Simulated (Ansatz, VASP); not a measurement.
## Two plane-wave programs on PbS

INCAR

```
PREC = Accurate
ENCUT = 520
EDIFF = 1E-8
ISMEAR = -1
SIGMA = 0.01
LREAL = False
LASPH = True
NELM = 100
ALGO = Normal
ISIF = 2
LWAVE = False
LCHARG = False
GGA = PS
LEFG = True
NBANDS = 28
```

File KPOINTS:

```
regular mesh
0
Gamma
  7 7 3
```

File POSCAR:

```
PbS
1.0
    2.9405000000     -2.9000000000      0.0000000000
    2.9405000000      2.9000000000      0.0000000000
   -1.0800500000      0.0000000000     11.5921971000
Pb S
2 2
Direct
    0.7756000000      0.7756000000      0.6363800000
    0.2244000000      0.2244000000      0.3636200000
    0.2684000000      0.2684000000      0.5986000000
    0.7316000000      0.7316000000      0.4014000000
```

Input for Ansatz:

```yaml
crystal:
  lattice:
    - [2.9405, -2.9, 0.0]
    - [2.9405, 2.9, 0.0]
    - [-1.08005, 0.0, 11.5921971]
  atoms:
    - { symbol: Pb, position: [0.7756, 0.7756, 0.63638] }
    - { symbol: Pb, position: [0.2244, 0.2244, 0.36362] }
    - { symbol: S, position: [0.2684, 0.2684, 0.5986] }
    - { symbol: S, position: [0.7316, 0.7316, 0.4014] }
kpoints:
  mp_grid: { grid: [7, 7, 3] }
scf:
  occupations: { method: fermi_dirac, width: 0.01 }
hamiltonian:
  xc: pbesol
  pseudopotentials: { kind: paw }
output:
  forces: true
  stress: true
  eigenvalues: true
  efg: { contact_densities: true }
  write_density: true
  write_potential: true
  elf: true
  volumetric_format: npy
```

Change from the starting cell: zz strain of -1 %, PAW files.

Alike in both runs: task electric field gradients; functional PBEsol; k mesh 7 × 7 × 3; occupations fermi-dirac, width 0.01 eV; no spin polarisation.

```csv
,VASP,Ansatz
version,VASP 6.6.1,Ansatz 0.2.0
potentials or method,"VASP PAW PBE potentials, release 64 (Pb_d, S)","PAW with Ansatz's default frozen-core files, scalar-relativistic"
plane-wave cutoff (eV),520,420
valence electrons in the cell,40,40
```

|  | VASP | Ansatz | Ansatz less VASP |
| --- | --- | --- | --- |
| gap on the k mesh at the Fermi level (eV) | 1.32 | 1.32 | +0.002 |
| rms of the force components (eV/Å) | 0.238 | 0.238 | +0.0002 |
| size of Vzz on the site where it differs most (V/Å²) | 161.5 | 154.8 | -6.72 |

VASP's potentials were made for PBE, not for PBEsol. Atom by atom the forces differ by 0.001 eV/Å (rms over components). With one functional, cell and mesh, what is left measures potentials, basis and numerics. Ansatz's warnings: xc potential rough in thin density.

Spin-orbit coupling is off throughout.
